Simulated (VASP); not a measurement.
Set up this calculation in VASP 6.6.1, as the native input.

```
Task                   : single point
Functional             : r2SCAN
Potentials or basis    : VASP PAW PBE potentials, release 64 (Hg, Pt)
Cutoff                 : 520 eV
k mesh                 : 5 × 5 × 5
Occupations            : gaussian, width 0.5 eV
Spin                   : no spin polarisation
Dipole correction      : no
Further INCAR settings : ALGO = Normal; EDIFF = 1e-07; NBANDS = 31
```

Crystal: Hg3Pt.

```
Hg Pt
1.0
     4.34422    0.00000    0.00000
     0.00000    4.34422    0.00000
     0.00000    0.00000    4.34422
Hg Pt
3 1
Direct
  0.00000 0.50000 0.50000
  0.50000 0.00000 0.50000
  0.50000 0.50000 0.00000
  0.00000 0.00000 0.00000
```

These files were run (other wordings do the same):

POSCAR

```
Hg3Pt
1.0
    4.3442210000      0.0000000000      0.0000000000
    0.0000000000      4.3442210000      0.0000000000
    0.0000000000      0.0000000000      4.3442210000
Hg Pt
3 1
Direct
    0.0000000000      0.5000000000      0.5000000000
    0.5000000000      0.0000000000      0.5000000000
    0.5000000000      0.5000000000      0.0000000000
    0.0000000000      0.0000000000      0.0000000000
```

INCAR.step1

```
SYSTEM = Hg3Pt
ALGO     = Normal         ! electronic algorithm
EDIFF    = 1E-4           ! SCF threshold, eV
ENCUT    = 520            ! plane-wave cutoff, eV
GGA      = PE             ! functional
ISMEAR   = 0              ! smearing method
LASPH    = .True.         ! aspherical terms in the spheres
LCHARG   = .False.        ! write CHGCAR
LREAL    = .False.        ! projectors in reciprocal space
LWAVE    = .True.         ! write WAVECAR
NBANDS   = 31             ! bands
NELM     = 80             ! most SCF steps
PREC     = Accurate       ! precision mode
SIGMA    = 0.5            ! smearing width, eV
```

INCAR.step2

```
SYSTEM = Hg3Pt
ALGO     = Normal         ! electronic algorithm
EDIFF    = 1E-7           ! SCF threshold, eV
ENCUT    = 520            ! plane-wave cutoff, eV
ISIF     = 2              ! what is computed and relaxed
ISMEAR   = 0              ! smearing method
ISTART   = 1            
LASPH    = .True.         ! aspherical terms in the spheres
LCHARG   = .False.        ! write CHGCAR
LMIXTAU  = .True.       
LREAL    = .False.        ! projectors in reciprocal space
LWAVE    = .False.        ! write WAVECAR
METAGGA  = R2SCAN         ! meta-GGA
NBANDS   = 31             ! bands
NELM     = 80             ! most SCF steps
PREC     = Accurate       ! precision mode
SIGMA    = 0.5            ! smearing width, eV
```

KPOINTS

```
k-points
0
Gamma
  5 5 5
  0 0 0
```

Potentials or basis: VASP PAW PBE potentials, release 64 (Hg, Pt).

Launch:

```sh
$ cat potpaw_PBE.64/Hg/POTCAR potpaw_PBE.64/Pt/POTCAR > POTCAR
$ cp INCAR.step1 INCAR
$ mpirun -np 1 vasp_std > vasp.out
$ cp INCAR.step2 INCAR
$ mpirun -np 1 vasp_std > vasp.out
```

Results of the run:

```json
{"Pressure": "-2.7 GPa", "Band gap on the k mesh": "zero (band 23 reaches 5.68 eV, above the bottom of band 24 at 3.62 eV)"}
```

Caveat: the PAW data sets were made with another functional, which shifts forces and pressure a little; spin-orbit coupling is left out, which moves the levels of the heavy elements.

It took 57 s on 1 thread of AMD EPYC 9R45 96-Core Processor (Zen 5), on a shared host, peak memory 0.16 GiB.
